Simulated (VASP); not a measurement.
Input of a VASP 6.6.1 run:

Contents of POSCAR:

```
Tc
1.0
    2.7400000000      0.0000000000      0.0000000000
   -1.3700000000      2.3729096064      0.0000000000
    0.0000000000      0.0000000000      4.3980000000
Tc
2
Direct
    0.6666666667      0.3333333333      0.7500000000
    0.3333333333      0.6666666667      0.2500000000
```

Contents of INCAR.step1:

```
  PREC = Accurate
  ENCUT = 620
  ISMEAR = -1
  SIGMA = 0.05
  LREAL = False
  LASPH = True
  NELM = 120
  NBANDS = 22
  GGA = PE
  ALGO = Normal
  EDIFF = 1E-5
  LWAVE = True
  LCHARG = False
  GGA_COMPAT = False
```

The input INCAR.step2:

```
  PREC = Accurate
  ENCUT = 620
  EDIFF = 1E-6
  ISMEAR = -1
  SIGMA = 0.05
  LREAL = False
  LASPH = True
  NELM = 120
  ALGO = Normal
  ISIF = 2
  LWAVE = False
  LCHARG = False
  METAGGA = R2SCAN
  LMIXTAU = True
  NBANDS = 22
  ISTART = 1
  GGA_COMPAT = False
```

KPOINTS

```
regular mesh
0
Gamma
  11 11 6
```

Potentials or basis: VASP PAW PBE potentials, release 64 (Tc_sv).

Run with:

```console
$ cat potpaw_PBE.64/Tc_sv/POTCAR > POTCAR
$ cp INCAR.step1 INCAR
$ mpirun -np 1 vasp_std > vasp.out
$ cp INCAR.step2 INCAR
$ mpirun -np 1 vasp_std > vasp.out
```

Task: What does it give for the band gap on the k mesh?

Result: Zero (bands 15 and 16 overlap by 3.24 eV).

Task: Predict the pressure.

Result: -2.1 GPa.

Stress tensor (GPa, compression positive):
```
-2.18  0.00  0.00
 0.00 -2.18  0.00
 0.00  0.00 -1.92
```

Caveat: the PAW data sets were made with another functional, which shifts forces and pressure a little.
